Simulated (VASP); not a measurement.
# SrO (P1) in VASP: a series of runs

Runs on SrO. Level: PBEsol. Tasks: single point.

Everything below comes from runs of VASP 6.6.1. Logs are shortened: lines on timing, memory, paths and dates and some standing lists are left out, and cuts for length are marked.

### Step 1. The cell of the first run

The typed cell holds 16 atoms: a = 7.297 Å, b = 7.297 Å, c = 7.297 Å, α = 60.00°, β = 60.00°, γ = 60.00°.

### Step 2. Single point, PBEsol

Input file INCAR:

```
PREC = Accurate
ENCUT = 520
EDIFF = 1E-6
ISMEAR = -1
SIGMA = 0.146
LREAL = Auto
LASPH = T
NELM = 100
ALGO = Normal
ISIF = 2
LWAVE = F
LCHARG = F
GGA = PS
NBANDS = 78
```

Input file KPOINTS:

```
Automatic mesh
0
Gamma
  2 2 2
```

Input file POSCAR:

```
SrO
1.0
    0.0000000000      5.1597854332      5.1597854332
    5.1597854332      0.0000000000      5.1597854332
    5.1597854332      5.1597854332      0.0000000000
Sr O
8 8
Direct
    0.2558850590      0.2556040396      0.2344963789
    0.2435002417      0.2499956668      0.7467789213
    0.2543516619      0.7387698673      0.2480529504
    0.2557210018      0.7487889855      0.7459605733
    0.7605918988      0.2527122526      0.2517498095
    0.7482992365      0.2489844814      0.7484432347
    0.7333936748      0.7727608157      0.2514974735
    0.7473881521      0.7528199671      0.7645280121
   -0.0124576886     -0.0118130881      0.0192779334
   -0.0028202723     -0.0296938704      0.5205125358
    0.0108769058      0.4624755294      0.0154280640
   -0.0055936435      0.5127606631      0.5057016486
    0.5095020973     -0.0258345045      0.0162232521
    0.4812395849     -0.0390273981      0.5195702486
    0.4918176410      0.5218390444     -0.0081064417
    0.5321956767      0.4973738798      0.4579018896
```

Potentials or basis: VASP PAW PBE potentials, release 64 (Sr_sv, O).

Run with:

```bash
$ cat potpaw_PBE.64/Sr_sv/POTCAR potpaw_PBE.64/O/POTCAR > POTCAR
$ mpirun -np 1 vasp_std > vasp.out
```

OUTCAR:

```text
PREC = Accurate
   ENCUT = 520
   EDIFF = 1E-6
   ISMEAR = -1
   LREAL = Auto
   LASPH = T
   NELM = 100
   ISIF = 2
   GGA = PS

 ion  position               nearest neighbor table
   1  0.256  0.256  0.234-  11 2.40  13 2.59  15 2.59  14 2.66  12 2.73  10 2.81   7 3.51   5 3.56
                             6 3.57   3 3.57   4 3.58   2 3.63   2 3.67   4 3.72   6 3.73   3 3.73
   2  0.244  0.250  0.747-  11 2.49  12 2.53   9 2.67  14 2.68  13 2.76  16 2.77   3 3.60   5 3.61
                             6 3.61   4 3.62   1 3.63   8 3.65   8 3.66   1 3.67   4 3.68   6 3.69
   3  0.254  0.739  0.248-  15 2.45  12 2.51  16 2.53  13 2.53   9 2.56  10 2.61   8 3.57   1 3.57
                             2 3.60   4 3.62   5 3.62   7 3.64   7 3.67   4 3.68   5 3.68   2 3.69
   4  0.256  0.749  0.746-  14 2.26  15 2.49  10 2.50   9 2.65  11 2.74  16 2.79   7 3.55   1 3.58
                             2 3.62   6 3.62   3 3.62   8 3.63   8 3.67   3 3.68   6 3.68   2 3.68
   5  0.761  0.253  0.252-  16 2.33  11 2.38   9 2.57  10 2.62  15 2.73  14 2.95   1 3.56   6 3.57
                             8 3.60   7 3.61   2 3.61   3 3.62   3 3.68   8 3.70   2 3.70   7 3.70
   6  0.748  0.249  0.748-  10 2.62  16 2.63  12 2.63   9 2.63  13 2.65  15 2.67   8 3.57   5 3.57
                             1 3.57   7 3.58   2 3.61   4 3.62   4 3.68   2 3.69   7 3.73   1 3.73
   7  0.733  0.773  0.251-  13 2.38  14 2.38   9 2.43  16 2.48  12 2.66  11 2.83   1 3.51   4 3.55
                             6 3.58   8 3.58   5 3.61   3 3.64   3 3.67   5 3.70   8 3.72   6 3.73
   8  0.747  0.753  0.765-  10 2.42  13 2.44  15 2.51  12 2.58  14 2.66  11 2.67   3 3.57   6 3.57
                             7 3.58   5 3.60   4 3.63   2 3.65   2 3.66   4 3.67   5 3.70   7 3.72
   9  0.988  0.988  0.019-   7 2.43   3 2.56   5 2.57   6 2.63   4 2.65   2 2.67
  10  0.997  0.970  0.521-   8 2.42   4 2.50   3 2.61   5 2.62   6 2.62   1 2.81
  11  0.011  0.462  0.015-   5 2.38   1 2.40   2 2.49   8 2.67   4 2.74   7 2.83
  12  0.994  0.513  0.506-   3 2.51   2 2.53   8 2.58   6 2.63   7 2.66   1 2.73
  13  0.510  0.974  0.016-   7 2.38   8 2.44   3 2.53   1 2.59   6 2.65   2 2.76
  14  0.481  0.961  0.520-   4 2.26   7 2.38   1 2.66   8 2.66   2 2.68   5 2.95
  15  0.492  0.522  0.992-   3 2.45   4 2.49   8 2.51   1 2.59   6 2.67   5 2.73
  16  0.532  0.497  0.458-   5 2.33   7 2.48   3 2.53   6 2.63   2 2.77   4 2.79

  LATTYP: Found a face centered cubic cell.
 ALAT       =    10.3195708664

  Lattice vectors:

 A1 = (   0.0000000000,   5.1597854332,   5.1597854332)
 A2 = (   5.1597854332,   0.0000000000,   5.1597854332)
 A3 = (   5.1597854332,   5.1597854332,   0.0000000000)

Analysis of symmetry for initial positions (statically):
=====================================================================
 Subroutine PRICEL returns:
 Original cell was already a primitive cell.

 Routine SETGRP: Setting up the symmetry group for a
 face centered cubic supercell.

 Subroutine GETGRP returns: Found  1 space group operations
 (whereof  1 operations were pure point group operations)
 out of a pool of 48 trial point group operations.

The static configuration has the point symmetry C_1 .

Analysis of symmetry for dynamics (positions and initial velocities):
=====================================================================
 Subroutine PRICEL returns:
 Original cell was already a primitive cell.

 Routine SETGRP: Setting up the symmetry group for a
 face centered cubic supercell.

 Subroutine GETGRP returns: Found  1 space group operations
 (whereof  1 operations were pure point group operations)
 out of a pool of 48 trial point group operations.

The dynamic configuration has the point symmetry C_1 .

 Subroutine INISYM returns: Found  1 space group operations
 (whereof  1 operations are pure point group operations),
 and found     1 'primitive' translations

----------------------------------------------------------------------------------------

                                     Primitive cell

  volume of cell :     274.7419

  direct lattice vectors                    reciprocal lattice vectors
     0.000000000  5.159785433  5.159785433    -0.096903254  0.096903254  0.096903254
     5.159785433  0.000000000  5.159785433     0.096903254 -0.096903254  0.096903254
     5.159785433  5.159785433  0.000000000     0.096903254  0.096903254 -0.096903254

  length of vectors
     7.297038539  7.297038539  7.297038539     0.167841360  0.167841360  0.167841360

  position of ions in fractional coordinates (direct lattice)
     0.255885059  0.255604040  0.234496379
     0.243500242  0.249995667  0.746778921
     0.254351662  0.738769867  0.248052950
     0.255721002  0.748788985  0.745960573
     0.760591899  0.252712253  0.251749809
     0.748299237  0.248984481  0.748443235
[... 8 lines left out ...]
     0.491817641  0.521839044  0.991893558
     0.532195677  0.497373880  0.457901890

[... 76 lines left out ...]
   PSTRESS=    0.0 pullay stress
   NELECT =     128.0000    total number of electrons
   NUPDOWN=      -1.0000    fix difference up-down
   EMIN   =  10.00;   EMAX   =-10.00  energy-range for DOS
   EFERMI =   0.00;   METHOD = LEGACY
   ISMEAR =    -1;   SIGMA  =   0.15  broadening in eV -4-tet -1-fermi 0-gaus
   EFERMI_NEDOS =   21; number of points for ismear=-14 and -15
   IALGO  =     38    algorithm
   IMIX   =      4    mixing-type and parameters
     AMIX     =   0.40;   BMIX     =  1.00
     AMIX_MAG =   1.60;   BMIX_MAG =  1.00
  volume/ion in A,a.u.               =      17.17       115.88
  Fermi-wavevector in a.u.,A,eV,Ry     =   1.269121  2.398292 21.914485  1.610669
  Thomas-Fermi vector in A             =   2.402180
   LORBIT       =      0    0 simple, 1 ext, 2 COOP (PROOUT), +10 PAW based schemes
   GGA     = PS    functional components
   LHFCALC =     F    Hartree Fock is set to
   AEXX    =    0.0000 exact exchange contribution
   IVDW    =     0    specifies the selected vdW correction
   LEPSILON=     F    determine dielectric tensor
   LRPA    =     F    only Hartree local field effects (RPA)
 non-spin polarized calculation
  energy-cutoff  :      520.00
  volume of cell :      274.74
 maximum number of plane-waves:      7391
   NGX = 27   NGY = 27   NGZ = 27

 number of electron     128.0000003 magnetization

 Free energy of the ion-electron system (eV)
  ---------------------------------------------------
  ext. energy  EPLUGINS =         0.00000000
  ---------------------------------------------------
  free energy    TOTEN  =      -100.02959008 eV

  energy without entropy =     -100.02950461  energy(sigma->0) =     -100.02954735

 E-fermi :   3.1766     XC(G=0): -10.2112

 val. band max:        1.4613358859   @ k =   0.0000   0.0000   0.0000
 cond. band min:       4.6195169417   @ k =   0.0000   0.0000   0.0000
 fundamental gap:      3.1581810559
 Fermi energy:         3.1766327803

 k-point     1 :       0.0000    0.0000    0.0000
  band No.  band energies     occupation
      1     -31.2021      2.00000
      2     -31.1410      2.00000
      3     -31.0190      2.00000
      4     -30.5900      2.00000
      5     -30.4809      2.00000
      6     -30.4131      2.00000
[... 68 lines left out ...]
     75       8.2777      0.00000
     76       8.8344      0.00000

 k-point     2 :       0.5000    0.0000    0.0000
  band No.  band energies     occupation
      1     -31.1862      2.00000
      2     -31.1521      2.00000
      3     -31.0207      2.00000
      4     -30.5897      2.00000
      5     -30.4684      2.00000
      6     -30.4232      2.00000
[... 68 lines left out ...]
     75       8.3105      0.00000
     76       8.3816      0.00000

 k-point     3 :       0.0000    0.5000    0.0000
  band No.  band energies     occupation
      1     -31.1986      2.00000
      2     -31.1404      2.00000
      3     -31.0176      2.00000
      4     -30.5836      2.00000
      5     -30.4878      2.00000
      6     -30.4162      2.00000
[... 384 lines left out ...]
     75       7.7378      0.00000
     76       7.9281      0.00000

 k-point     8 :       0.5000    0.0000    0.5000
  band No.  band energies     occupation
      1     -31.1834      2.00000
      2     -31.1540      2.00000
      3     -31.0197      2.00000
      4     -30.5869      2.00000
      5     -30.4683      2.00000
      6     -30.4299      2.00000
[... 68 lines left out ...]
     75       7.8482      0.00000
     76       7.9250      0.00000
 [bands above 76 left out]

------------------------ aborting loop because EDIFF is reached ----------------------------------------

  FORCE on cell =-STRESS in cart. coord.  units (eV):
  Direction    XX          YY          ZZ          XY          YZ          ZX
  --------------------------------------------------------------------------------------
  -------------------------------------------------------------------------------------
  Total        0.8936890     -0.6049819      2.8775670      0.2973851      0.3855112     -0.2850536
  in kB        5.2116121     -3.5279955     16.7807401      1.7342226      2.2481366     -1.6623106
  external PRESSURE =       6.1547856 kB  Pullay stress =       0.0000000 kB

 VOLUME and BASIS-vectors are now :
 -----------------------------------------------------------------------------
  energy-cutoff  :      520.00
  volume of cell :      274.74
      direct lattice vectors                 reciprocal lattice vectors
     0.000000000  5.159785433  5.159785433    -0.096903254  0.096903254  0.096903254
     5.159785433  0.000000000  5.159785433     0.096903254 -0.096903254  0.096903254
     5.159785433  5.159785433  0.000000000     0.096903254  0.096903254 -0.096903254

 POSITION                                       TOTAL-FORCE (eV/Angst)
 -----------------------------------------------------------------------------------
      2.52881      2.53026      2.63917         0.360083      0.352362     -0.382594
      5.14314      5.10963      2.54633        -0.144371     -0.013949     -0.174324
      5.09179      2.59230      5.12429         0.572578     -0.139234     -0.019825
      7.71259      5.16846      5.18306         0.121750     -0.170493     -0.902052
      2.60292      5.22347      5.22843        -0.643213     -0.032609     -0.365881
      5.14651      7.72287      5.14577        -0.006556      0.068251      0.500138
[... 8 lines left out ...]
      7.81054      7.65563      5.23025        -0.730361      0.454295     -0.765339
      4.92902      5.10869      5.31236         0.994550      0.512020     -1.066978
 -----------------------------------------------------------------------------------
    total drift:                                0.005486     -0.005153     -0.003653

  FREE ENERGIE OF THE ION-ELECTRON SYSTEM (eV)
  ---------------------------------------------------
  free  energy   TOTEN  =      -100.0295900839 eV

  energy  without entropy=     -100.0295046107  energy(sigma->0) =     -100.02954735
```

Run time: 3.2 min. Hardware: 1 thread of Intel Xeon 6975P-C (Granite Rapids), shared host; peak memory 0.43 GiB.

What came out:

```yaml
Free_energy: -100.0296 eV
Pressure: 0.6 GPa
Largest_force: 1.786 eV/Å
Band_gap_on_the_k_mesh: 3.16 eV, direct
```

Forces on the atoms (eV/Å):
```
Sr   0.360  0.352 -0.383
Sr  -0.144 -0.014 -0.174
Sr   0.573 -0.139 -0.020
Sr   0.122 -0.170 -0.902
Sr  -0.643 -0.033 -0.366
Sr  -0.007  0.068  0.500
Sr  -0.668  1.062 -0.289
Sr  -0.775 -0.173 -0.323
O   -0.278 -0.473  0.855
O    0.490 -0.396  0.731
O   -0.169 -0.301  0.521
O   -0.593  0.481 -0.500
O    0.554 -1.058  0.659
O    0.914 -0.173  1.525
O   -0.730  0.454 -0.765
O    0.995  0.512 -1.067
```

Caveat: the k points lie up to 0.53 Å⁻¹ apart; the PAW data sets were made with another functional, which shifts forces and pressure a little. A hybrid or GW would open this gap; PBEsol tends to underestimate it.

### Step 3. Single point, PBEsol

Input file INCAR:

```
SYSTEM = SrO
PREC = Accurate
ENCUT = 520
EDIFF = 1E-7
ISMEAR = -1
SIGMA = 0.146
LREAL = Auto
LASPH = .True.
NELM = 100
ALGO = Normal
ISIF = 2
LWAVE = .False.
LCHARG = .True.
GGA = PS
LELF = .True.
LVHAR = .True.
NBANDS = 78
```

Input file KPOINTS:

```
regular mesh
0
Gamma
  2 2 2
  0 0 0
```

Input file POSCAR:

```
SrO
1.0
    0.0000000000      5.1597854332      5.1597854332
    5.1597854332      0.0000000000      5.1597854332
    5.1597854332      5.1597854332      0.0000000000
Sr O
8 8
Direct
    0.2610241293      0.2604494930      0.2211623942
    0.2369098514      0.2493741293      0.7436084406
    0.2572713570      0.7289053099      0.2470001934
    0.2590000141      0.7463400465      0.7436806336
    0.7716835422      0.2533866024      0.2528933648
    0.7477523145      0.2488030785      0.7460202657
    0.7195592817      0.7915673147      0.2543773413
    0.7453304115      0.7537861894      0.7778032734
   -0.0181082142     -0.0129072228      0.0220610918
   -0.0073009819     -0.0425332609      0.5343112685
    0.0259097014      0.4324231170      0.0199652682
   -0.0051412022      0.5094309703      0.5151283003
    0.5092005344     -0.0282727842      0.0204662580
    0.4678709088     -0.0500725279      0.5300760149
    0.4879342431      0.5235072340     -0.0110589870
    0.5476813981      0.4898204650      0.4427336232
```

Potentials or basis: VASP PAW PBE potentials, release 64 (Sr_sv, O).

Run with:

```bash
$ cat potpaw_PBE.64/Sr_sv/POTCAR potpaw_PBE.64/O/POTCAR > POTCAR
$ mpirun -np 1 vasp_std > vasp.out
```

It took 3.8 min on 1 thread of Intel Xeon 6975P-C (Granite Rapids), shared host; peak memory 0.42 GiB.

The run converged. Its results:

```yaml
Free_energy: -98.8250 eV
Pressure: 3.2 GPa
Largest_force: 2.985 eV/Å
Band_gap_on_the_k_mesh: 3.24 eV, direct
```

Forces on the atoms (eV/Å):
```
Sr   0.580  0.925 -0.510
Sr  -0.427  0.169 -0.204
Sr   1.007 -0.214  0.021
Sr   0.238 -0.300 -2.050
Sr  -1.486 -0.029 -1.134
Sr   0.020  0.123  0.728
Sr  -1.093  1.715 -0.488
Sr  -1.346 -0.294 -0.640
O   -0.430 -0.419  0.965
O    0.448 -0.581  1.021
O    0.114 -0.897  1.177
O   -0.653  0.198 -0.482
O    0.640 -1.264  0.624
O    1.187 -0.119  2.737
O   -0.819  0.617 -0.776
O    2.022  0.371 -0.989
```

Stress tensor (GPa, compression positive):
```
 3.35  0.23 -0.42
 0.23  1.28  0.39
-0.42  0.39  5.12
```

Levels at points of the mesh, in eV from the valence-band top:
| k point | band 61 | band 62 | band 63 | band 64 | band 65 | band 66 | band 67 | band 68 |
| --- | --- | --- | --- | --- | --- | --- | --- | --- |
| (0.00, 0.00, 0.00) | -0.12 | -0.11 | -0.07 | 0.00 | 3.24 | 3.42 | 3.48 | 3.62 |
| (0.50, 0.00, 0.00) | -0.50 | -0.47 | -0.34 | -0.31 | 4.34 | 4.58 | 4.78 | 5.02 |
| (0.00, 0.50, 0.00) | -0.47 | -0.46 | -0.41 | -0.40 | 4.31 | 4.43 | 4.78 | 5.09 |
| (0.00, 0.00, 0.50) | -0.50 | -0.42 | -0.35 | -0.30 | 4.34 | 4.45 | 4.56 | 4.90 |
| (0.50, 0.50, 0.50) | -0.49 | -0.46 | -0.42 | -0.40 | 4.39 | 4.63 | 4.67 | 4.96 |
| (0.50, 0.50, 0.00) | -0.29 | -0.26 | -0.18 | -0.08 | 4.24 | 4.49 | 5.02 | 5.14 |
| (0.00, 0.50, 0.50) | -0.31 | -0.22 | -0.19 | -0.16 | 4.13 | 4.54 | 4.95 | 5.23 |
| (0.50, 0.00, 0.50) | -0.30 | -0.22 | -0.15 | -0.14 | 4.12 | 4.57 | 4.88 | 5.30 |

Caveat: the k points lie up to 0.53 Å⁻¹ apart; the PAW data sets were made with another functional, which shifts forces and pressure a little.

### Step 4. Single point, PBEsol

Input file INCAR:

```
SYSTEM = SrO
PREC = Accurate ; ENCUT = 520
EDIFF = 1E-6 ; ISMEAR = -1
SIGMA = 0.146 ; LREAL = Auto
LASPH = .TRUE. ; NELM = 100
ALGO = Normal ; ISIF = 2
LWAVE = .FALSE. ; LCHARG = .FALSE.
GGA = PS ; NBANDS = 78
```

Input file KPOINTS:

```
Automatic mesh
0
G
  2 2 2
  0 0 0
```

Input file POSCAR:

```
SrO
1.0
    0.0000000000      5.1597854332      5.1597854332
    5.1597854332      0.0000000000      5.1597854332
    5.1597854332      5.1597854332      0.0000000000
Sr O
8 8
Direct
    0.2650193536      0.2633014527      0.2128582698
    0.2318414235      0.2476104901      0.7408389456
    0.2579271013      0.7223409865      0.2472958452
    0.2581992056      0.7423243756      0.7443818255
    0.7816031407      0.2503240719      0.2533383446
    0.7486183389      0.2496392566      0.7430014387
    0.7112178496      0.8026503337      0.2585625928
    0.7442390870      0.7520779789      0.7875310035
   -0.0151046979     -0.0058116758      0.0093771341
   -0.0116954476     -0.0363825206      0.5369701969
    0.0400226914      0.4243605724      0.0081583819
   -0.0012932708      0.4951116734      0.5233519950
    0.4989409993     -0.0093966117      0.0135086044
    0.4668834647     -0.0274006549      0.5263958231
    0.4898313181      0.5064502262     -0.0086178971
    0.5397232183      0.4872981702      0.4576242618
```

Run with:

```bash
$ cat potpaw_PBE.64/Sr_sv/POTCAR potpaw_PBE.64/O/POTCAR > POTCAR
$ mpirun -np 1 vasp_std > vasp.out
```

Wall time 3.5 min (1 thread of Intel Xeon 6975P-C (Granite Rapids), shared host); peak memory 0.43 GiB.

Results (log left out):

- Free energy: -99.2376 eV
- Pressure: 2.8 GPa
- Largest force: 1.910 eV/Å
- Band gap on the k mesh: 3.42 eV, direct

Forces on the atoms (eV/Å):
```
Sr   0.759  1.183 -0.760
Sr  -0.786  0.681  0.070
Sr   1.008 -0.157  0.044
Sr   0.170 -0.374 -0.724
Sr  -0.841 -0.157 -1.316
Sr   0.090  0.096  0.655
Sr  -1.049  1.432 -0.433
Sr  -1.370 -0.462 -0.468
O   -0.323  0.027  0.249
O    0.037 -0.462  0.656
O    0.954 -1.265  1.066
O   -0.316 -0.731  0.002
O    0.072 -0.328  0.162
O    0.482  0.135  1.225
O   -0.212  0.441 -0.068
O    1.324 -0.060 -0.359
```

Stress tensor (GPa, compression positive):
```
 3.42  0.08 -0.25
 0.08  1.77  0.23
-0.25  0.23  3.14
```

Levels at points of the mesh, in eV from the valence-band top:
| k point | band 61 | band 62 | band 63 | band 64 | band 65 | band 66 | band 67 | band 68 |
| --- | --- | --- | --- | --- | --- | --- | --- | --- |
| (0.00, 0.00, 0.00) | -0.08 | -0.05 | -0.02 | 0.00 | 3.42 | 3.57 | 3.63 | 3.69 |
| (0.50, 0.00, 0.00) | -0.46 | -0.37 | -0.32 | -0.31 | 4.64 | 4.74 | 4.95 | 5.13 |
| (0.00, 0.50, 0.00) | -0.47 | -0.42 | -0.38 | -0.35 | 4.65 | 4.81 | 5.05 | 5.09 |
| (0.00, 0.00, 0.50) | -0.39 | -0.35 | -0.31 | -0.26 | 4.53 | 4.74 | 4.84 | 5.08 |
| (0.50, 0.50, 0.50) | -0.45 | -0.44 | -0.38 | -0.31 | 4.66 | 4.82 | 4.90 | 5.01 |
| (0.50, 0.50, 0.00) | -0.23 | -0.19 | -0.12 | -0.07 | 4.32 | 4.65 | 5.20 | 5.37 |
| (0.00, 0.50, 0.50) | -0.26 | -0.21 | -0.12 | -0.08 | 4.41 | 4.63 | 5.28 | 5.43 |
| (0.50, 0.00, 0.50) | -0.24 | -0.17 | -0.16 | -0.10 | 4.33 | 4.74 | 5.19 | 5.53 |

Caveat: the k points lie up to 0.53 Å⁻¹ apart; the PAW data sets were made with another functional, which shifts forces and pressure a little.
